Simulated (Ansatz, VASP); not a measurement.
## Two plane-wave programs on Ti3SiO8

POSCAR

```
Ti3SiO8
1.0
    3.6388058776      0.0000000000      0.0000000000
    0.0000000000      5.8781592341      0.0000000000
    0.0000000000      0.0000000000      6.0475679441
Ti O Si
3 8 1
Direct
    0.0000000000      0.7473093934      0.0703590726
    0.5000000000      0.0000000000      0.4492067612
    0.0000000000      0.2526906066      0.0703590726
    0.5000000000      0.7264139729      0.5857069555
    0.5000000000      0.7251753115      0.1804065913
    0.0000000000      0.0000000000      0.3303419526
    0.0000000000      0.0000000000      0.8966263535
    0.5000000000      0.2735860271      0.5857069555
    0.5000000000      0.2748246885      0.1804065913
    0.0000000000      0.5000000000      0.3414167210
    0.0000000000      0.5000000000      0.8972209761
    0.5000000000      0.5000000000      0.4122419967
```

File INCAR.step1:

```
PREC = Accurate
ENCUT = 520
ISMEAR = 0
SIGMA = 0.01
LREAL = F
LASPH = T
NELM = 60
NBANDS = 56
GGA = PE
ALGO = Normal
EDIFF = 1E-4
LWAVE = T
LCHARG = F
```

INCAR.step2

```
PREC = Accurate
ENCUT = 520
EDIFF = 1E-7
ISMEAR = 0
SIGMA = 0.01
LREAL = F
LASPH = T
NELM = 60
ALGO = Normal
ISIF = 2
LWAVE = F
LCHARG = T
METAGGA = R2SCAN
LMIXTAU = T
LELF = T
LVHAR = T
NBANDS = 56
ISTART = 1
```

The input KPOINTS:

```
Automatic mesh
0
Gamma
  8 4 4
```

Input for Ansatz:

```yaml
crystal:
  lattice:
    - [3.6388058776, 0.0, 0.0]
    - [0.0, 5.8781592341, 0.0]
    - [0.0, 0.0, 6.0475679441]
  atoms:
    - { symbol: Ti, position: [0.0, 0.7473093934, 0.0703590726] }
    - { symbol: Ti, position: [0.5, 0.0, 0.4492067612] }
    - { symbol: O, position: [0.5, 0.7264139729, 0.5857069555] }
    - { symbol: O, position: [0.5, 0.7251753115, 0.1804065913] }
    - { symbol: O, position: [0.0, 0.0, 0.3303419526] }
    - { symbol: O, position: [0.0, 0.0, 0.8966263535] }
    - { symbol: Ti, position: [0.0, 0.2526906066, 0.0703590726] }
    - { symbol: Si, position: [0.5, 0.5, 0.4122419967] }
    - { symbol: O, position: [0.5, 0.2735860271, 0.5857069555] }
    - { symbol: O, position: [0.5, 0.2748246885, 0.1804065913] }
    - { symbol: O, position: [0.0, 0.5, 0.341416721] }
    - { symbol: O, position: [0.0, 0.5, 0.8972209761] }
kpoints:
  mp_grid: { grid: [8, 4, 4] }
  band_path:
    path:
      - [0.0, 0.0, 0.0]
      - [0.5, 0.0, 0.0]
      - [0.5, 0.5, 0.0]
      - [0.0, 0.5, 0.0]
      - [0.0, 0.0, 0.5]
      - [0.5, 0.0, 0.5]
      - [0.5, 0.5, 0.5]
      - [0.0, 0.5, 0.5]
      - [0.40625, 0.166667, -0.5]
      - [-0.5, 0.25, -0.5]
    npoints: 1
hamiltonian:
  xc: r2scan
scf:
  occupations: { method: fixed }
  n_extra_bands: 7
output:
  forces: true
  stress: true
  eigenvalues: true
  write_density: true
  write_potential: true
  elf: true
  volumetric_format: npy
```

Alike in both runs: task single point; functional r2SCAN; k mesh 8 × 4 × 4; no spin polarisation.

```csv
,VASP,Ansatz
version,VASP 6.6.1,Ansatz 0.2.0
potentials or method,"VASP PAW PBE potentials, release 64 (Ti_sv, O, Si)","plane waves, PAW"
plane-wave cutoff (eV),520,500
occupations,"gaussian, width 0.01 eV",fixed
valence electrons in the cell,88,88
```

```tsv
	VASP	Ansatz	Ansatz less VASP
gap on the k mesh at the Fermi level (eV)	3.32	3.31	-0.008
pressure (GPa)	1.2	0.0	-1.16
rms of the force components (eV/Å)	0.057	0.000	-0.0561
```

VASP's potentials were made for PBE, not for r2SCAN.
